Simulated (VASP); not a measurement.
Here is a VASP 6.6.1 calculation.

File INCAR:

```
SYSTEM = AlIn2N3
PREC     = Accurate       ! precision mode
ENCUT    = 520            ! plane-wave cutoff, eV
EDIFF    = 1E-7           ! SCF threshold, eV
ISMEAR   = 0              ! smearing method
SIGMA    = 0.1            ! smearing width, eV
LREAL    = Auto         
LASPH    = .True.         ! aspherical terms in the spheres
NELM     = 100            ! most SCF steps
ALGO     = Normal         ! electronic algorithm
ISIF     = 2              ! what is computed and relaxed
LWAVE    = .False.        ! write WAVECAR
LCHARG   = .True.         ! write CHGCAR
GGA      = PE             ! functional
LELF     = .True.         ! ELF
LVHAR    = .True.       
NBANDS   = 106            ! bands
ISYM     = 0
```

The input KPOINTS:

```
Automatic mesh
0
Gamma
  3 2 2
  0 0.5 0.5
```

POSCAR

```
AlIn2N3
1.0
   -0.0030573331      5.9129806378      0.0000459100
    5.1244065423      2.9537916644     -5.5217432381
   -5.1552681210      2.9591037044     -5.5477535130
In Al N
8 4 12
Direct
    0.1654031408      0.4988222283      0.5037397336
    0.6578688943      0.0004362308      0.0190951796
    0.5692729271      0.7590122994      0.7638187721
    0.6768758753      0.6723167102      0.3278145831
    0.1618929581      0.1762958306      0.8461512936
    0.6583664416      0.3353671845      0.6640550312
    0.0811639004      0.9247146823      0.5793670753
    0.5671457420      0.4259798926      0.0956729181
    0.0795587822      0.2461964230      0.2524190002
    0.1509109056      0.8438214516      0.1757748260
    0.0805911794      0.5886427946      0.9294357862
    0.5844318686      0.0880713416      0.4137722225
    0.3739227627      0.9985024898      0.6282381665
    0.8975739701      0.4651218903      0.1370249308
    0.3026199693      0.6667958879      1.0009287543
    0.8405738232      0.1568193031      0.4523549646
    0.2472944702      0.4225247211      0.7518381556
    0.7866993859      0.9103218313      0.2477875032
    0.2701685798      0.7347890359      0.3722600908
    0.7612369849      0.2325698976      0.8978427622
    0.8736032866      0.7972943501      0.8280650882
    0.3442469874      0.2831561226      0.3191096997
    0.7613955343      0.5694226480      0.5674074762
    0.2449879154      0.0567567041      0.0919219220
```

Potentials or basis: VASP PAW PBE potentials, release 64 (In_d, Al, N).

Launch:

```sh
$ cat potpaw_PBE.64/In_d/POTCAR potpaw_PBE.64/Al/POTCAR potpaw_PBE.64/N/POTCAR > POTCAR
$ mpirun -np 1 vasp_std > vasp.out
```

Question: What does it give for the band gap on the k mesh?

Answer: 1.95 eV.

Question: Predict the pressure.

Answer: 0.1 GPa.

Forces on the atoms (eV/Å):
```
In   0.013 -0.002 -0.007
In   0.011 -0.007  0.004
In  -0.009  0.006  0.003
In  -0.006 -0.002 -0.010
In  -0.006  0.002 -0.005
In  -0.009 -0.001 -0.014
In  -0.019 -0.002 -0.011
In   0.018  0.004 -0.006
Al   0.003  0.003  0.010
Al  -0.010  0.001  0.020
Al   0.008  0.003  0.003
Al  -0.007 -0.012  0.008
N    0.038  0.021  0.011
N   -0.008  0.027  0.015
N   -0.004 -0.030 -0.023
N    0.026 -0.012  0.020
N   -0.003  0.004 -0.023
N    0.004  0.030 -0.027
N    0.032 -0.014  0.012
N   -0.003 -0.005  0.006
N   -0.020  0.013  0.008
N   -0.029 -0.008  0.021
N    0.000 -0.001  0.007
N   -0.021 -0.015 -0.022
```

Caveat: spin-orbit coupling is left out, which moves the levels of the heavy elements; a shifted mesh leaves out Γ, where band edges can lie. A k mesh can miss the band edges.
